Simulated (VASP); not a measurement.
# AlSn (P6/mmm) in VASP: further runs, part 2 of 2

VASP 6.6.1. Earlier steps stand in the parts before.

**4. Single point, PBE**

This run uses another cell than the first one, of 36.93 Å³/atom.

Contents of INCAR:

```
SYSTEM = AlSn
PREC = Accurate
ENCUT = 520
EDIFF = 1E-6
ISMEAR = 0
SIGMA = 0.1
LREAL = .False.
LASPH = .True.
NELM = 80
ALGO = Fast
ISIF = 2
LWAVE = .False.
LCHARG = .False.
GGA = PE
NBANDS = 34
```

Contents of KPOINTS:

```
Automatic mesh
0
Gamma
  6 6 12
  0 0 0
```

Contents of POSCAR:

```
AlSn
1.0
    9.3039186478      0.0000000000      0.0000000000
   -4.6519593239      8.0574299037      0.0000000000
    0.0000000000      0.0000000000      2.9555351817
Al Sn
3 3
Direct
    0.0000000000      0.0000000000      0.0000000000
    0.3333333333      0.6666666667      0.0000000000
    0.6666666667      0.3333333333      0.0000000000
    0.5000000000      0.0000000000      0.0000000000
    0.0000000000      0.5000000000      0.0000000000
    0.5000000000      0.5000000000      0.0000000000
```

Potentials or basis: VASP PAW PBE potentials, release 64 (Al, Sn_d).

On the command line:

```bash
$ cat potpaw_PBE.64/Al/POTCAR potpaw_PBE.64/Sn_d/POTCAR > POTCAR
$ mpirun -np 1 vasp_std > vasp.out
```

OUTCAR:

```text
SYSTEM = AlSn
   PREC = Accurate
   ENCUT = 520
   EDIFF = 1E-6
   ISMEAR = 0
   LREAL = .False.
   LASPH = .True.
   NELM = 80
   ISIF = 2
   GGA = PE

 ion  position               nearest neighbor table
   1  0.000  0.000  0.000-
   2  0.333  0.667  0.000-   4 2.69   5 2.69   6 2.69
   3  0.667  0.333  0.000-   4 2.69   5 2.69   6 2.69
   4  0.500  0.000  0.000-   2 2.69   3 2.69
   5  0.000  0.500  0.000-   2 2.69   3 2.69
   6  0.500  0.500  0.000-   2 2.69   3 2.69

  LATTYP: Found a hexagonal cell.
 ALAT       =     9.3039186478
 C/A-ratio  =     0.3176656303

  Lattice vectors:

 A1 = (   9.3039186478,   0.0000000000,   0.0000000000)
 A2 = (  -4.6519593239,   8.0574299037,   0.0000000000)
 A3 = (   0.0000000000,   0.0000000000,   2.9555351817)

Analysis of symmetry for initial positions (statically):
=====================================================================
 Subroutine PRICEL returns:
 Original cell was already a primitive cell.

 Routine SETGRP: Setting up the symmetry group for a
 hexagonal supercell.

 Subroutine GETGRP returns: Found 24 space group operations
 (whereof 24 operations were pure point group operations)
 out of a pool of 24 trial point group operations.

The static configuration has the point symmetry D_6h.

Analysis of symmetry for dynamics (positions and initial velocities):
=====================================================================
 Subroutine PRICEL returns:
 Original cell was already a primitive cell.

 Routine SETGRP: Setting up the symmetry group for a
 hexagonal supercell.

 Subroutine GETGRP returns: Found 24 space group operations
 (whereof 24 operations were pure point group operations)
 out of a pool of 24 trial point group operations.
[... 127 lines left out ...]
   IMIX   =      4    mixing-type and parameters
     AMIX     =   0.40;   BMIX     =  1.00
     AMIX_MAG =   1.60;   BMIX_MAG =  1.00
  volume/ion in A,a.u.               =      36.93       249.20
  Fermi-wavevector in a.u.,A,eV,Ry     =   1.003303  1.895967 13.695850  1.006617
  Thomas-Fermi vector in A             =   2.135846
   LORBIT       =      0    0 simple, 1 ext, 2 COOP (PROOUT), +10 PAW based schemes
   GGA     = PE    functional components
   LHFCALC =     F    Hartree Fock is set to
   AEXX    =    0.0000 exact exchange contribution
   IVDW    =     0    specifies the selected vdW correction
   LEPSILON=     F    determine dielectric tensor
   LRPA    =     F    only Hartree local field effects (RPA)
 non-spin polarized calculation
 RMM-DIIS sequential band-by-band and
 Gauss-broadening in eV      SIGMA  =   0.10
  energy-cutoff  :      520.00
  volume of cell :      221.56
 maximum number of plane-waves:      6011
 NGX is ok and might be reduce to    70
   NGX = 35   NGY = 35   NGZ = 11

 number of electron      50.9999978 magnetization

 Free energy of the ion-electron system (eV)
  ---------------------------------------------------
  ext. energy  EPLUGINS =         0.00000000
  ---------------------------------------------------
  free energy    TOTEN  =       -18.43634394 eV

  energy without entropy =      -18.40896878  energy(sigma->0) =      -18.42265636

 E-fermi :   3.1474     XC(G=0):  -7.8282

 val. band max:        3.1385184767   @ k =   0.3333   0.3333   0.3333
 cond. band min:       3.1496114480   @ k =   0.1667  -0.0000   0.4167
 fundamental gap:      0.0110929713
 Fermi energy:         3.1474268495

 k-point     1 :       0.0000    0.0000    0.0000
  band No.  band energies     occupation
      1     -18.4446      2.00000
      2     -18.4427      2.00000
      3     -18.4427      2.00000
      4     -18.1884      2.00000
      5     -18.1802      2.00000
      6     -18.1802      2.00000
[... 877 lines left out ...]
     33       6.9091      0.00000
     34       7.0975      0.00000

 [... further k-points ...]

------------------------ aborting loop because EDIFF is reached ----------------------------------------

  FORCE on cell =-STRESS in cart. coord.  units (eV):
  Direction    XX          YY          ZZ          XY          YZ          ZX
  --------------------------------------------------------------------------------------
  -------------------------------------------------------------------------------------
  Total       -0.0665617     -0.0665617     -0.0392788     -0.0000000      0.0000000     -0.0000000
  in kB       -0.4813226     -0.4813226     -0.2840336     -0.0000000      0.0000000     -0.0000000
  external PRESSURE =      -0.4155596 kB  Pullay stress =       0.0000000 kB

 VOLUME and BASIS-vectors are now :
 -----------------------------------------------------------------------------
  energy-cutoff  :      520.00
  volume of cell :      221.56
      direct lattice vectors                 reciprocal lattice vectors
     9.303918648  0.000000000  0.000000000     0.107481593  0.062054527  0.000000000
    -4.651959324  8.057429904  0.000000000     0.000000000  0.124109054  0.000000000
     0.000000000  0.000000000  2.955535182     0.000000000  0.000000000  0.338348197

 POSITION                                       TOTAL-FORCE (eV/Angst)
 -----------------------------------------------------------------------------------
      0.00000      0.00000      0.00000         0.000000      0.000000      0.000000
     -0.00000      5.37162      0.00000         0.000000      0.000000     -0.000000
      4.65196      2.68581      0.00000        -0.000000      0.000000      0.000000
      4.65196      0.00000      0.00000         0.000000      0.000000      0.000000
     -2.32598      4.02871      0.00000         0.000000      0.000000      0.000000
      2.32598      4.02871      0.00000         0.000000      0.000000      0.000000
 -----------------------------------------------------------------------------------
    total drift:                                0.000000     -0.000000      0.000000

  FREE ENERGIE OF THE ION-ELECTRON SYSTEM (eV)
  ---------------------------------------------------
  free  energy   TOTEN  =       -18.4363439380 eV

  energy  without entropy=      -18.4089687793  energy(sigma->0) =      -18.42265636
```

Run time: 9.3 min. Hardware: 1 thread of Intel Xeon 8259CL, shared host; peak memory 0.52 GiB.

What came out:

- Free energy: -18.4363 eV
- Pressure: 0.0 GPa
- Band gap on the k mesh: zero (an odd number of electrons rules out a gap without spin polarisation)

Caveat: spin-orbit coupling is left out, which moves the levels of the heavy elements.

**5. Relaxation of cell and atoms, PBE**

This run uses another cell than the first one, of 36.95 Å³/atom.

Contents of INCAR:

```
SYSTEM = AlSn
PREC     = Accurate       ! precision mode
ENCUT    = 600            ! plane-wave cutoff, eV
EDIFF    = 1E-6           ! SCF threshold, eV
ISMEAR   = 0              ! smearing method
SIGMA    = 0.1            ! smearing width, eV
LREAL    = .FALSE.        ! projectors in reciprocal space
LASPH    = .TRUE.         ! aspherical terms in the spheres
NELM     = 80             ! most SCF steps
ALGO     = Fast           ! electronic algorithm
ISIF     = 3              ! what is computed and relaxed
LWAVE    = .FALSE.        ! write WAVECAR
LCHARG   = .FALSE.        ! write CHGCAR
GGA      = PE             ! functional
IBRION   = 2              ! ionic algorithm
NSW      = 100            ! ionic steps
EDIFFG   = -0.01          ! ionic threshold
```

Contents of KPOINTS:

```
Automatic mesh
0
G
  6 6 12
  0 0 0
```

POSCAR: that of step 4 with these lines changed.

```diff
@@ -2,5 +2,5 @@
 1.0
-    9.3039186478      0.0000000000      0.0000000000
-   -4.6519593239      8.0574299037      0.0000000000
-    0.0000000000      0.0000000000      2.9555351817
+    9.1349597766      0.0000000000      0.0000000000
+   -4.5674798883      7.9111072291      0.0000000000
+    0.0000000000      0.0000000000      3.0675268770
 Al Sn
```

Potentials or basis: VASP PAW PBE potentials, release 64 (Al, Sn_d).

On the command line:

```bash
$ cat potpaw_PBE.64/Al/POTCAR potpaw_PBE.64/Sn_d/POTCAR > POTCAR
$ mpirun -np 1 vasp_std > vasp.out
```

OUTCAR:

```text
SYSTEM = AlSn
   PREC = Accurate
   ENCUT = 600
   EDIFF = 1E-6
   ISMEAR = 0
   LREAL = .FALSE.
   LASPH = .TRUE.
   NELM = 80
   ISIF = 3
   GGA = PE
   IBRION = 2
   NSW = 100
   EDIFFG = -0.01

 ion  position               nearest neighbor table
   1  0.000  0.000  0.000-
   2  0.333  0.667  0.000-   5 2.64   4 2.64   6 2.64
   3  0.667  0.333  0.000-   5 2.64   4 2.64   6 2.64
   4  0.500  0.000  0.000-   2 2.64   3 2.64
   5  0.000  0.500  0.000-   2 2.64   3 2.64
   6  0.500  0.500  0.000-   2 2.64   3 2.64

  LATTYP: Found a hexagonal cell.
 ALAT       =     9.1349597766
 C/A-ratio  =     0.3358008083

  Lattice vectors:

 A1 = (   9.1349597766,   0.0000000000,   0.0000000000)
 A2 = (  -4.5674798883,   7.9111072291,   0.0000000000)
[... 392 lines left out ...]
  ---------------------------------------------------
  free energy    TOTEN  =       -18.43651006 eV

  energy without entropy =      -18.40912205  energy(sigma->0) =      -18.42281605

 E-fermi :   3.1592     XC(G=0):  -7.8351

 val. band max:        3.1480731821   @ k =   0.3333   0.3333   0.3333
 cond. band min:       3.1614321414   @ k =   0.5000   0.0000   0.3333
 fundamental gap:      0.0133589593
 Fermi energy:         3.1591910878

 k-point     1 :       0.0000    0.0000    0.0000
  band No.  band energies     occupation
      1     -18.4330      2.00000
      2     -18.4311      2.00000
      3     -18.4311      2.00000
      4     -18.1771      2.00000
      5     -18.1688      2.00000
      6     -18.1688      2.00000
[... 781 lines left out ...]
     29       4.6876      0.00000
     30       4.8441      0.00000

 [... further k-points ...]

------------------------ aborting loop because EDIFF is reached ----------------------------------------

  FORCE on cell =-STRESS in cart. coord.  units (eV):
  Direction    XX          YY          ZZ          XY          YZ          ZX
  --------------------------------------------------------------------------------------
  -------------------------------------------------------------------------------------
  Total        0.0187815      0.0187815      0.0000336      0.0000000     -0.0000000     -0.0000000
  in kB        0.1360480      0.1360480      0.0002433      0.0000000     -0.0000000     -0.0000000
  external PRESSURE =       0.0907798 kB  Pullay stress =       0.0000000 kB
[... 21 lines left out ...]
  FREE ENERGIE OF THE ION-ELECTRON SYSTEM (eV)
  ---------------------------------------------------
  free  energy   TOTEN  =       -18.4365100579 eV

  energy  without entropy=      -18.4091220486  energy(sigma->0) =      -18.42281605

 reached required accuracy - stopping structural energy minimisation
```

OSZICAR:

```text
N       E                     dE             d eps       ncg     rms          rms(c)
DAV:   1     0.431935264646E+03    0.43194E+03   -0.25288E+04  2958   0.199E+03
DAV:   2     0.345823969401E+02   -0.39735E+03   -0.39164E+03  2974   0.494E+02
DAV:   3    -0.166987123303E+02   -0.51281E+02   -0.50327E+02  3518   0.172E+02
DAV:   4    -0.190623931837E+02   -0.23637E+01   -0.23447E+01  3382   0.392E+01
[... 63 lines left out ...]
RMM:   5    -0.184365179624E+02    0.16418E-03   -0.11048E-03  3691   0.260E-01    0.301E-02
RMM:   6    -0.184365124760E+02    0.54865E-05   -0.31105E-04  4268   0.139E-01    0.116E-02
RMM:   7    -0.184365063186E+02    0.61574E-05   -0.79174E-05  3620   0.832E-02    0.456E-03
RMM:   8    -0.184365094012E+02   -0.30826E-05   -0.24796E-05  3697   0.404E-02    0.285E-03
RMM:   9    -0.184365100579E+02   -0.65675E-06   -0.71810E-06  2342   0.208E-02
   6 F= -.18436510E+02 E0= -.18422816E+02  d E =-.125778E-02
```

Wall time 18 min (1 thread of Intel Xeon 6975P-C (Granite Rapids), shared host); peak memory 0.68 GiB.

What came out:

| Item | Value |
| --- | --- |
| Free energy | -18.4365 eV |
| Relaxed volume | 36.86 Å³/atom |
| Relaxed cell | a = 9.296 Å, b = 9.296 Å, c = 2.955 Å, α = 90.00°, β = 90.00°, γ = 120.00° |
| Space group after relaxing (to 0.1 Å) | P6/mmm (No. 191) |
| Energy gained by relaxing | 13.3 meV/atom |
| Ionic steps | 6 |
| Pressure after relaxing | 0.0 GPa |
| Band gap on the k mesh | zero (an odd number of electrons rules out a gap without spin polarisation) |

The path:
```tsv
step	energy change (eV)	largest force (eV/Å)	pressure (GPa)	volume (Å³)
1	0.0000	0.0000	-0.18	221.68
2	-0.0682	0.0000	0.05	220.25
3	-0.0764	0.0000	0.30	219.10
4	-0.0784	0.0000	0.20	219.50
5	-0.0784	0.0000	0.22	219.45
6	-0.0797	0.0000	0.01	221.18
```

Final structure:
```
Al Sn
1.0
     9.29604    0.00000    0.00000
    -4.64802    8.05061    0.00000
     0.00000    0.00000    2.95544
Al Sn
3 3
Direct
  0.00000 0.00000 0.00000
  0.33333 0.66667 0.00000
  0.66667 0.33333 0.00000
  0.50000 0.00000 0.00000
  0.00000 0.50000 0.00000
  0.50000 0.50000 0.00000
```

Caveat: spin-orbit coupling is left out, which moves the levels of the heavy elements.

**6. Summary**

| task | cell | k mesh | cutoff (eV) | gap on the mesh (eV) | pressure (GPa) | relaxed volume (Å³/atom) |
| --- | --- | --- | --- | --- | --- | --- |
| relaxation of cell and atoms | relaxed from a = 6.216, b = 6.216, c = 4.495 Å, angles 90.0, 90.0, 120.0°, 6 atoms | 3 × 3 × 4 | 600 | none | 0.0 | 36.61 |
| relaxation of cell and atoms | relaxed from a = 9.431, b = 9.431, c = 2.861 Å, angles 90.0, 90.0, 120.0°, 6 atoms | 3 × 3 × 6 | 600 | none | 0.1 | 36.76 |
| single point | a = 9.304, b = 9.304, c = 2.956 Å, angles 90.0, 90.0, 120.0°, 6 atoms | 6 × 6 × 12 | 520 | none | 0.0 | - |
| relaxation of cell and atoms | relaxed from a = 9.135, b = 9.135, c = 3.068 Å, angles 90.0, 90.0, 120.0°, 6 atoms | 6 × 6 × 12 | 600 | none | 0.0 | 36.86 |

Alike in all rows: level PBE; potentials or basis VASP PAW PBE potentials, release 64 (Al, Sn_d); no spin polarisation; smearing gaussian 0.1 eV.

Caveats: some runs use coarse meshes; spin-orbit coupling is left out, which moves the levels of the heavy elements; the volume moved by over 15 % at a fixed basis, so the end points are rough (at least some runs).

Total energies depend on the potentials used, so only differences within one code and one set of settings carry meaning.
